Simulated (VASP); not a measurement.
A run of VASP 6.6.1:

The input INCAR:

```
SYSTEM = CaMgSn4O8
PREC = Accurate ; ENCUT = 520
EDIFF = 1E-6 ; ISMEAR = 0
SIGMA = 0.1 ; LREAL = .False.
LASPH = .True. ; NELM = 60
ALGO = Normal ; ISIF = 2
LWAVE = .False. ; LCHARG = .False.
GGA = PE ; NBANDS = 71
```

KPOINTS

```
Automatic mesh
0
Gamma
  6 6 4
  0 0 0
```

The input POSCAR:

```
CaMgSn4O8
1.0
    5.8910871251      0.0000000000      0.0000000000
   -2.9455435625      5.1018311062      0.0000000000
    0.0000000000      0.0000000000      6.7923325903
Mg Ca Sn O
1 1 4 8
Direct
    0.0000000000      0.0000000000      0.0000000000
    0.0000000000      0.0000000000      0.5000000000
    0.3333333333      0.6666666667      0.7143560000
    0.6666666667      0.3333333333      0.7143560000
    0.3333333333      0.6666666667      0.2856440000
    0.6666666667      0.3333333333      0.2856440000
    0.3053520000      0.3053520000      0.7084210000
    0.6946480000      0.0000000000      0.7084210000
    0.0000000000      0.6946480000      0.7084210000
    0.6946480000      0.6946480000      0.2915790000
    0.0000000000      0.3053520000      0.2915790000
    0.3053520000      0.0000000000      0.2915790000
    0.3333333333      0.6666666667      0.0000000000
    0.6666666667      0.3333333333      0.0000000000
```

Potentials or basis: VASP PAW PBE potentials, release 64 (Mg, Ca_sv, Sn_d, O).

Launch:

```sh
$ cat potpaw_PBE.64/Mg/POTCAR potpaw_PBE.64/Ca_sv/POTCAR potpaw_PBE.64/Sn_d/POTCAR potpaw_PBE.64/O/POTCAR > POTCAR
$ mpirun -np 1 vasp_std > vasp.out
```

Hardware: 1 thread of Intel Xeon 8259CL, on a shared host.

Question: Estimate the wall time of this run.

Answer: Wall time 16 min on 1 thread of Intel Xeon 8259CL, on a shared host, peak memory 0.54 GiB. Counts: scf iterations 16, k points 24.
